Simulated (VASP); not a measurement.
# Si16O (a cell with a defect) in VASP: a series of runs

Runs on Si16O (a cell with a defect). Level: PBE. Tasks: single point.

All numbers are computed with VASP 6.6.1; they aren't measurements. Logs are shortened: lines on timing, memory, paths and dates and some standing lists are left out, and cuts for length are marked.

## Step 1: The cell of the first run

The cell holds a defect, 17 atoms: a = 7.679 Å, b = 7.679 Å, c = 7.679 Å, α = 60.00°, β = 60.00°, γ = 60.00°.

## Step 2: Single point, PBE, collinear spin, zero start

INCAR

```
ALGO = Normal
EDIFF = 1E-6
ENCUT = 520
GGA = PE
ISIF = 2
ISMEAR = -1
ISPIN = 2
LASPH = T
LCHARG = F
LORBIT = 11
LREAL = Auto
LWAVE = F
MAGMOM = 0 0 0 0 0 0 0 0 0 0 0 0 0 0 0 0 0
NBANDS = 53
NELM = 150
PREC = Accurate
SIGMA = 0.02
```

KPOINTS

```
k-points
0
Gamma
  2 2 2
```

POSCAR

```
Si16O
1.0
    0.0000000000      5.4300000000      5.4300000000
    5.4300000000      0.0000000000      5.4300000000
    5.4300000000      5.4300000000      0.0000000000
Si O
16 1
Direct
    0.0636556169     -0.0667127072     -0.0209852670
    0.1563167587      0.0750092081      0.1227624309
   -0.0031952118     -0.0046685083      0.4830662983
    0.1177071823      0.1044475138      0.6163996317
   -0.0404419890      0.5383609576     -0.0138858195
    0.1146408840      0.5737569061      0.1564456722
   -0.0239134438      0.4791436464      0.5271546961
    0.1120257827      0.6335727440      0.6115469613
    0.4966942910      0.0729005525     -0.0479465930
    0.6797790055      0.1183425414      0.0827071823
    0.4931031308      0.0175782689      0.4542081031
    0.6121086556      0.1548710866      0.5796593002
    0.4837108656      0.5049631676      0.0264917127
    0.5770073665      0.6975046041      0.1239686924
    0.4781307551      0.5281675875      0.5022007366
    0.6047237569      0.6385727440      0.6394014733
    0.9587661142      0.2943830571      1.0449539595
```

Potentials or basis: VASP PAW PBE potentials, release 64 (Si, O).

Run with:

```console
cat potpaw_PBE.64/Si/POTCAR potpaw_PBE.64/O/POTCAR > POTCAR
mpirun -np 1 vasp_std > vasp.out
```

OUTCAR:

```text
EDIFF = 1E-6
   ENCUT = 520
   GGA = PE
   ISIF = 2
   ISMEAR = -1
   ISPIN = 2
   LASPH = T
   LORBIT = 11
   LREAL = Auto
   NELM = 150
   PREC = Accurate

 ion  position               nearest neighbor table
   1  0.064  0.933  0.979-   6 2.31   4 2.32   2 2.38  10 2.44
   2  0.156  0.075  0.123-  17 1.69   9 2.26   3 2.28   1 2.38   5 2.92  14 3.08
   3  0.997  0.995  0.483-   8 2.27   2 2.28   4 2.28  12 2.42
   4  0.118  0.104  0.616-   3 2.28   1 2.32   7 2.36  11 2.37
   5  0.960  0.538  0.986-  17 1.70   6 2.33   8 2.36  14 2.42   2 2.92
   6  0.115  0.574  0.156-   1 2.31   7 2.33   5 2.33  13 2.35
   7  0.976  0.479  0.527-   6 2.33  16 2.34   4 2.36   8 2.37
   8  0.112  0.634  0.612-   3 2.27  15 2.30   5 2.36   7 2.37
   9  0.497  0.073  0.952-   2 2.26  10 2.31  12 2.36  14 2.38
  10  0.680  0.118  0.083-   9 2.31  11 2.37   1 2.44  13 2.48
  11  0.493  0.018  0.454-  10 2.37   4 2.37  12 2.39  16 2.41
  12  0.612  0.155  0.580-   9 2.36  15 2.36  11 2.39   3 2.42
  13  0.484  0.505  0.026-   6 2.35  16 2.43  14 2.44  10 2.48
  14  0.577  0.698  0.124-   9 2.38  15 2.39   5 2.42  13 2.44   2 3.08
  15  0.478  0.528  0.502-   8 2.30  16 2.35  12 2.36  14 2.39
  16  0.605  0.639  0.639-   7 2.34  15 2.35  11 2.41  13 2.43
  17  0.959  0.294  0.045-   2 1.69   5 1.70

  LATTYP: Found a face centered cubic cell.
 ALAT       =    10.8600000000

  Lattice vectors:

 A1 = (   0.0000000000,   5.4300000000,   5.4300000000)
 A2 = (   5.4300000000,   0.0000000000,   5.4300000000)
 A3 = (   5.4300000000,   5.4300000000,   0.0000000000)

Analysis of symmetry for initial positions (statically):
=====================================================================
 Subroutine PRICEL returns:
 Original cell was already a primitive cell.

 Routine SETGRP: Setting up the symmetry group for a
 face centered cubic supercell.

 Subroutine GETGRP returns: Found  1 space group operations
 (whereof  1 operations were pure point group operations)
 out of a pool of 48 trial point group operations.

The static configuration has the point symmetry C_1 .

Analysis of symmetry for dynamics (positions and initial velocities):
=====================================================================
 Subroutine PRICEL returns:
 Original cell was already a primitive cell.

 Routine SETGRP: Setting up the symmetry group for a
 face centered cubic supercell.

 Subroutine GETGRP returns: Found  1 space group operations
 (whereof  1 operations were pure point group operations)
 out of a pool of 48 trial point group operations.

The dynamic configuration has the point symmetry C_1 .

Analysis of structural, dynamic, and magnetic symmetry:
=====================================================================
 Subroutine PRICEL returns:
 Original cell was already a primitive cell.

 Routine SETGRP: Setting up the symmetry group for a
 face centered cubic supercell.

 Subroutine GETGRP returns: Found  1 space group operations
 (whereof  1 operations were pure point group operations)
 out of a pool of 48 trial point group operations.

The overall configuration has the point symmetry C_1 .

 Subroutine INISYM returns: Found  1 space group operations
 (whereof  1 operations are pure point group operations),
 and found     1 'primitive' translations

----------------------------------------------------------------------------------------

                                     Primitive cell

  volume of cell :     320.2060

  direct lattice vectors                    reciprocal lattice vectors
     0.000000000  5.430000000  5.430000000    -0.092081031  0.092081031  0.092081031
     5.430000000  0.000000000  5.430000000     0.092081031 -0.092081031  0.092081031
     5.430000000  5.430000000  0.000000000     0.092081031  0.092081031 -0.092081031

  length of vectors
     7.679179644  7.679179644  7.679179644     0.159489025  0.159489025  0.159489025

  position of ions in fractional coordinates (direct lattice)
     0.063655617  0.933287293  0.979014733
     0.156316759  0.075009208  0.122762431
     0.996804788  0.995331492  0.483066298
     0.117707182  0.104447514  0.616399632
     0.959558011  0.538360958  0.986114181
     0.114640884  0.573756906  0.156445672
[... 9 lines left out ...]
     0.604723757  0.638572744  0.639401473
     0.958766114  0.294383057  0.044953959

  ion indices of the primitive-cell ions
   primitive index   ion index
                 1           1
                 2           2
                 3           3
                 4           4
                 5           5
                 6           6
[... 9 lines left out ...]
                16          16
                17          17

----------------------------------------------------------------------------------------

 KPOINTS: k-points

Automatic generation of k-mesh.
 Grid dimensions read from file:
 generate k-points for:    2    2    2

 Generating k-lattice:

  Cartesian coordinates                     Fractional coordinates (reciprocal lattice)
    -0.046040516  0.046040516  0.046040516     0.500000000  0.000000000  0.000000000
     0.046040516 -0.046040516  0.046040516     0.000000000  0.500000000  0.000000000
     0.046040516  0.046040516 -0.046040516     0.000000000  0.000000000  0.500000000

  Length of vectors
     0.079744512  0.079744512  0.079744512

  Shift w.r.t. Gamma in fractional coordinates (k-lattice)
     0.000000000  0.000000000  0.000000000

 Subroutine IBZKPT returns following result:
 ===========================================

 Found      8 irreducible k-points:

 Following reciprocal coordinates:
            Coordinates               Weight
  0.000000  0.000000  0.000000      1.000000
  0.500000  0.000000  0.000000      1.000000
  0.000000  0.500000  0.000000      1.000000
  0.000000  0.000000  0.500000      1.000000
  0.500000  0.500000  0.500000      1.000000
  0.500000  0.500000  0.000000      1.000000
  0.000000  0.500000  0.500000      1.000000
  0.500000  0.000000  0.500000      1.000000
   k-points           NKPTS =      8   k-points in BZ     NKDIM =      8   number of bands    NBANDS=     53
   number of dos      NEDOS =    301   number of ions     NIONS =     17
   total plane-waves  NPLWV = 216000
   dimension x,y,z NGX =    60 NGY =   60 NGZ =   60
   dimension x,y,z NGXF=   120 NGYF=  120 NGZF=  120
   ions per type =              16   1
   NGX,Y,Z   is equivalent  to a cutoff of  12.99, 12.99, 12.99 a.u.
   NGXF,Y,Z  is equivalent  to a cutoff of  25.98, 25.98, 25.98 a.u.
 SYSTEM =  unknown system
   PREC   = accura    normal or accurate (medium, high low for compatibility)
   ISTART =      0    job   : 0-new  1-cont  2-samecut
   ICHARG =      2    charge: 1-file 2-atom 10-const
   ISPIN  =      2    spin polarized calculation?
   LNONCOLLINEAR =      F non collinear calculations
   LSORBIT =      F    spin-orbit coupling
   LASPH  =      T    aspherical Exc in radial PAW
   ENCUT  =  520.0 eV  38.22 Ry    6.18 a.u.  14.28 14.28 14.28*2*pi/ulx,y,z
   NELM   =    150;   NELMIN=  2; NELMDL= -5     # of ELM steps
   EDIFF  = 0.1E-05   stopping-criterion for ELM
   LREAL  =      T    real-space projection
   EDIFFG = 0.1E-04   stopping-criterion for IOM
   NSW    =      0    number of steps for IOM
   IBRION =     -1    ionic relax: 0-MD 1-quasi-New 2-CG
   NFREE  =      0    steps in history (QN), initial steepest desc. (CG)
   ISIF   =      2    stress and relaxation
   ISYM   =      2    0-nonsym 1-usesym 2-fastsym
   POTIM  = 0.5000    time-step for ionic-motion
   TEBEG  =    0.0;   TEEND  =   0.0 temperature during run
   PSTRESS=    0.0 pullay stress
   NELECT =      70.0000    total number of electrons
   NUPDOWN=      -1.0000    fix difference up-down
   EMIN   =  10.00;   EMAX   =-10.00  energy-range for DOS
   EFERMI =   0.00;   METHOD = LEGACY
   ISMEAR =    -1;   SIGMA  =   0.02  broadening in eV -4-tet -1-fermi 0-gaus
   EFERMI_NEDOS =   21; number of points for ismear=-14 and -15
   IALGO  =     38    algorithm
   IMIX   =      4    mixing-type and parameters
     AMIX     =   0.40;   BMIX     =  1.00
     AMIX_MAG =   1.60;   BMIX_MAG =  1.00
  volume/ion in A,a.u.               =      18.84       127.11
  Fermi-wavevector in a.u.,A,eV,Ry     =   0.986199  1.863645 13.232857  0.972588
  Thomas-Fermi vector in A             =   2.117562
   LORBIT       =     11    0 simple, 1 ext, 2 COOP (PROOUT), +10 PAW based schemes
   GGA     = PE    functional components
   LHFCALC =     F    Hartree Fock is set to
   AEXX    =    0.0000 exact exchange contribution
   IVDW    =     0    specifies the selected vdW correction
   LEPSILON=     F    determine dielectric tensor
   LRPA    =     F    only Hartree local field effects (RPA)
 spin polarized calculation
  energy-cutoff  :      520.00
  volume of cell :      320.21
 maximum number of plane-waves:      8646
 NGX is ok and might be reduce to    60
   NGX = 29   NGY = 29   NGZ = 29

 number of electron      70.0000000 magnetization       0.0000000

 number of electron      70.0000000 magnetization      -0.0000000

 Free energy of the ion-electron system (eV)
  ---------------------------------------------------
  ext. energy  EPLUGINS =         0.00000000
  ---------------------------------------------------
  free energy    TOTEN  =       -91.90136361 eV

  energy without entropy =      -91.90136353  energy(sigma->0) =      -91.90136357

 E-fermi :   6.1428     XC(G=0):  -9.5643

 val. band max:        5.8533094486   @ k =   0.0000   0.0000   0.0000
 cond. band min:       6.4319377597   @ k =   0.0000   0.0000   0.0000
 fundamental gap:      0.5786283111
 Fermi energy:         6.1427510280

 spin component 1

 k-point     1 :       0.0000    0.0000    0.0000
  band No.  band energies     occupation
      1     -14.2641      1.00000
      2      -5.8304      1.00000
      3      -4.2114      1.00000
      4      -3.7505      1.00000
      5      -3.6837      1.00000
      6      -3.2622      1.00000
[... 39 lines left out ...]
     46       8.6556      0.00000
     47       8.7289      0.00000
[... 308 lines left out ...]
      6      -3.9587      1.00000
[... 39 lines left out ...]
     46      10.1725      0.00000
     47      10.2845      0.00000
 Fermi energy:         6.1427510280

 spin component 2

 k-point     1 :       0.0000    0.0000    0.0000
  band No.  band energies     occupation
      1     -14.2641      1.00000
      2      -5.8304      1.00000
      3      -4.2114      1.00000
      4      -3.7505      1.00000
      5      -3.6837      1.00000
      6      -3.2622      1.00000
[... 39 lines left out ...]
     46       8.6556      0.00000
     47       8.7289      0.00000
[... 308 lines left out ...]
      6      -3.9587      1.00000
[... 39 lines left out ...]
     46      10.1725      0.00000
     47      10.2845      0.00000
 [bands above 47 left out]

------------------------ aborting loop because EDIFF is reached ----------------------------------------

  FORCE on cell =-STRESS in cart. coord.  units (eV):
  Direction    XX          YY          ZZ          XY          YZ          ZX
  --------------------------------------------------------------------------------------
  -------------------------------------------------------------------------------------
  Total        4.6861128      6.3828999      6.4506755      0.0043257     -2.5143302      1.6683327
  in kB       23.4473538     31.9373689     32.2764896      0.0216438    -12.5806595      8.3476407
  external PRESSURE =      29.2204041 kB  Pullay stress =       0.0000000 kB

 VOLUME and BASIS-vectors are now :
 -----------------------------------------------------------------------------
  energy-cutoff  :      520.00
  volume of cell :      320.21
      direct lattice vectors                 reciprocal lattice vectors
     0.000000000  5.430000000  5.430000000    -0.092081031  0.092081031  0.092081031
     5.430000000  0.000000000  5.430000000     0.092081031 -0.092081031  0.092081031
     5.430000000  5.430000000  0.000000000     0.092081031  0.092081031 -0.092081031

 POSITION                                       TOTAL-FORCE (eV/Angst)
 -----------------------------------------------------------------------------------
     10.38380      5.66170      5.41340         0.756396     -0.123244     -0.476390
      1.07390      1.51540      1.25610        -0.373058     -0.942459     -0.353278
      8.02770      8.03570     10.81730         0.531817     -0.570867     -0.485207
      3.91420      3.98620      1.20630         0.075388      0.422837      0.901819
      8.27790     10.56500      8.13370         0.101851     -0.571713     -0.506952
      3.96500      1.47200      3.73800        -0.623586      0.056094     -0.037437
[... 9 lines left out ...]
      6.93940      6.75560      6.75110         0.467124     -0.155377     -0.237050
      1.84260      5.45020      6.80460         0.727057     -0.147666      0.710062
 -----------------------------------------------------------------------------------
    total drift:                               -0.004029     -0.004513     -0.003079

  FREE ENERGIE OF THE ION-ELECTRON SYSTEM (eV)
  ---------------------------------------------------
  free  energy   TOTEN  =       -91.9013636137 eV

  energy  without entropy=      -91.9013635323  energy(sigma->0) =      -91.90136357

 total charge

# of ion       s       p       d       tot
------------------------------------------
    1        0.760   0.930   0.000   1.689
    2        0.744   0.936   0.000   1.680
    3        0.749   0.991   0.000   1.740
    4        0.743   0.956   0.000   1.698
    5        0.742   0.905   0.000   1.647
    6        0.747   0.969   0.000   1.716
[... 9 lines left out ...]
   16        0.744   0.930   0.000   1.674
   17        1.578   3.563   0.000   5.141
--------------------------------------------------
tot         13.538  18.549   0.000  32.087

 magnetization (x)

# of ion       s       p       d       tot
------------------------------------------
    1        0.000   0.000   0.000   0.000
    2        0.000   0.000   0.000   0.000
    3       -0.000  -0.000   0.000  -0.000
    4       -0.000   0.000   0.000  -0.000
    5       -0.000  -0.000   0.000  -0.000
    6       -0.000  -0.000   0.000  -0.000
[... 9 lines left out ...]
   16        0.000   0.000   0.000   0.000
   17       -0.000   0.000   0.000   0.000
--------------------------------------------------
tot         -0.000   0.000   0.000   0.000
```

Wall time 4.5 min (1 thread of AMD EPYC 9R45 (Zen 5), shared host); peak memory 0.67 GiB.

Results:

| Item | Value |
| --- | --- |
| Free energy | -91.9014 eV |
| Pressure | 2.9 GPa |
| Largest force | 1.101 eV/Å |
| Band gap on the k mesh | 0.58 eV |
| Net moment | 0.00 μB per cell |
| Valence electrons inside the program's atomic spheres | Si 1.69, 1.68, 1.74, 1.70, 1.65, 1.72, 1.73, 1.67, 1.64, 1.66; O 5.14 |

Forces on the atoms (eV/Å):
```
Si   0.756 -0.123 -0.476
Si  -0.373 -0.942 -0.353
Si   0.532 -0.571 -0.485
Si   0.075  0.423  0.902
Si   0.102 -0.572 -0.507
Si  -0.624  0.056 -0.037
Si   0.113  0.036  0.127
Si   0.228  0.475 -0.801
Si  -0.683  0.202 -0.091
Si   1.037 -0.174  0.328
Si   0.027  0.816 -0.066
Si  -0.292  0.145  0.118
Si  -0.755  0.277  0.579
Si  -0.749  0.280 -0.219
Si  -0.588 -0.026  0.509
Si   0.467 -0.155 -0.237
O    0.727 -0.148  0.710
```

Levels at points of the mesh, in eV from the valence-band top:
Spin up:
| k point | band 31 | band 32 | band 33 | band 34 | band 35 | band 36 | band 37 | band 38 | band 39 | band 40 |
| --- | --- | --- | --- | --- | --- | --- | --- | --- | --- | --- |
| (0.00, 0.00, 0.00) | -0.89 | -0.75 | -0.24 | -0.11 | 0.00 | 0.58 | 0.73 | 0.93 | 0.99 | 1.15 |
| (0.50, 0.00, 0.00) | -1.38 | -1.30 | -0.79 | -0.48 | -0.35 | 1.07 | 1.39 | 1.57 | 1.64 | 1.95 |
| (0.00, 0.50, 0.00) | -1.36 | -0.74 | -0.65 | -0.44 | -0.10 | 1.12 | 1.42 | 1.55 | 1.64 | 1.66 |
| (0.00, 0.00, 0.50) | -1.31 | -0.87 | -0.80 | -0.58 | -0.54 | 1.20 | 1.24 | 1.41 | 1.67 | 1.78 |
| (0.50, 0.50, 0.50) | -1.38 | -1.08 | -0.74 | -0.64 | -0.41 | 1.30 | 1.37 | 1.47 | 1.74 | 1.79 |
| (0.50, 0.50, 0.00) | -1.36 | -1.31 | -1.15 | -0.91 | -0.51 | 1.31 | 1.48 | 2.14 | 2.32 | 2.49 |
| (0.00, 0.50, 0.50) | -1.39 | -1.29 | -1.21 | -0.96 | -0.79 | 1.39 | 1.57 | 2.06 | 2.41 | 2.54 |
| (0.50, 0.00, 0.50) | -1.33 | -1.24 | -1.12 | -0.95 | -0.50 | 1.34 | 1.48 | 2.09 | 2.33 | 2.46 |
Spin down:
| k point | band 33 | band 34 | band 35 | band 36 | band 37 | band 38 |
| --- | --- | --- | --- | --- | --- | --- |
| (0.00, 0.00, 0.00) | -0.24 | -0.11 | 0.00 | 0.58 | 0.73 | 0.93 |
| (0.50, 0.00, 0.00) | -0.79 | -0.48 | -0.35 | 1.07 | 1.39 | 1.57 |
| (0.00, 0.50, 0.00) | -0.65 | -0.44 | -0.10 | 1.12 | 1.42 | 1.55 |
| (0.00, 0.00, 0.50) | -0.80 | -0.58 | -0.54 | 1.20 | 1.24 | 1.41 |
| (0.50, 0.50, 0.50) | -0.74 | -0.64 | -0.41 | 1.30 | 1.37 | 1.47 |
| (0.50, 0.50, 0.00) | -1.15 | -0.91 | -0.51 | 1.31 | 1.48 | 2.14 |
| (0.00, 0.50, 0.50) | -1.21 | -0.96 | -0.79 | 1.39 | 1.57 | 2.06 |
| (0.50, 0.00, 0.50) | -1.12 | -0.95 | -0.50 | 1.34 | 1.48 | 2.09 |

Caveat: the k points lie up to 0.50 Å⁻¹ apart.

(Continued in part 2 of 3.)
